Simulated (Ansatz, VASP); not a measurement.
## Al: VASP beside Ansatz

Contents of INCAR:

```
SYSTEM = Al
PREC     = Accurate       ! precision mode
ENCUT    = 520            ! plane-wave cutoff, eV
EDIFF    = 1E-7           ! SCF threshold, eV
ISMEAR   = 0              ! smearing method
SIGMA    = 0.15           ! smearing width, eV
LREAL    = .FALSE.        ! projectors in reciprocal space
LASPH    = .TRUE.         ! aspherical terms in the spheres
NELM     = 80             ! most SCF steps
ALGO     = Normal         ! electronic algorithm
ISIF     = 2              ! what is computed and relaxed
LWAVE    = .FALSE.        ! write WAVECAR
LCHARG   = .FALSE.        ! write CHGCAR
GGA      = PE             ! functional
IVDW     = 12             ! dispersion correction
NBANDS   = 14             ! bands
```

The input KPOINTS:

```
regular mesh
0
G
  18 18 6
  0 0 0
```

Contents of POSCAR:

```
Al
1.0
    2.8696369453      0.0000000000      0.0000000000
   -1.4348184727      2.4851784942      0.0000000000
    0.0000000000      0.0000000000      9.4223423467
Al
4
Direct
    0.0000000000      0.0000000000      0.0000000000
    0.3333333333      0.6666666667      0.2500000000
    0.0000000000      0.0000000000      0.5000000000
    0.6666666667      0.3333333333      0.7500000000
```

Input for Ansatz:

```yaml
crystal:
  lattice:
    - [2.8696369453, 0.0, 0.0]
    - [-1.4348184727, 2.4851784942, 0.0]
    - [0.0, 0.0, 9.4223423467]
  atoms:
    - { symbol: Al, position: [0.0, 0.0, 0.0] }
    - { symbol: Al, position: [0.3333333333, 0.6666666667, 0.25] }
    - { symbol: Al, position: [0.0, 0.0, 0.5] }
    - { symbol: Al, position: [0.6666666667, 0.3333333333, 0.75] }
basis:
  ecutwfc: 420
kpoints:
  mp_grid: { grid: [18, 18, 6] }
hamiltonian:
  xc: pbe
  pseudopotentials: { kind: paw, azcp: { folder: soft_1 } }
  dispersion: d3bj
scf:
  occupations: { method: gaussian, width: 0.15 }
output:
  forces: true
  stress: true
  eigenvalues: true
```

Alike in both runs: task single point; functional PBE; dispersion D3(BJ); k mesh 18 × 18 × 6; occupations gaussian, width 0.15 eV; no spin polarisation.

|  | VASP | Ansatz |
| --- | --- | --- |
| version | VASP 6.6.1 | Ansatz 0.2.0 |
| potentials or method | VASP PAW PBE potentials, release 64 (Al), cutoff 520 eV | scalar-relativistic, plane waves, PAW |
| valence electrons in the cell | 12 | 12 |

|  | VASP | Ansatz | Ansatz less VASP |
| --- | --- | --- | --- |
| gap on the k mesh at the Fermi level (eV) | none | none | - |
| pressure (GPa) | -4.4 | -4.4 | +0.01 |
| traceless stress, the component that is largest in VASP (GPa) | 0.13 | 0.12 | -0.003 |

A gap of «none» marks a metal or a gap that the smearing closes.
